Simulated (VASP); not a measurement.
# C: single point with PBE

Crystal: C.

```
C
1.0
     1.76796    0.00000    0.00000
     0.00000    1.76796    0.00000
     0.00000    0.00000    1.76796
C
1
Direct
  0.00000 0.00000 0.00000
```

| Quantity | Value |
| --- | --- |
| Program | VASP 6.6.1 |
| Task | single point |
| Functional | PBE |
| Potentials or basis | VASP PAW PBE potentials, release 64 (C) |
| Cutoff | 600 eV |
| k mesh | 9 × 9 × 9 |
| Occupations | fermi-dirac, width 0.1 eV |
| Spin | no spin polarisation |

The pressure is 5.0 GPa. The band gap on the k mesh is zero (band 2 reaches 20.42 eV, above the bottom of band 3 at 9.53 eV).

Levels at points of the mesh, in eV from the Fermi level:
```csv
k point,band 1,band 2,band 3,band 4,band 5,band 6,band 7
"(0.00, 0.00, 0.00)",-22.89,8.78,8.78,8.78,24.97,24.97,30.71
```

Run time: 4.1 s on 1 thread of AMD EPYC 7R13 (shared host), peak memory 0.07 GiB.

Caveat: the k points lie up to 0.39 Å⁻¹ apart.
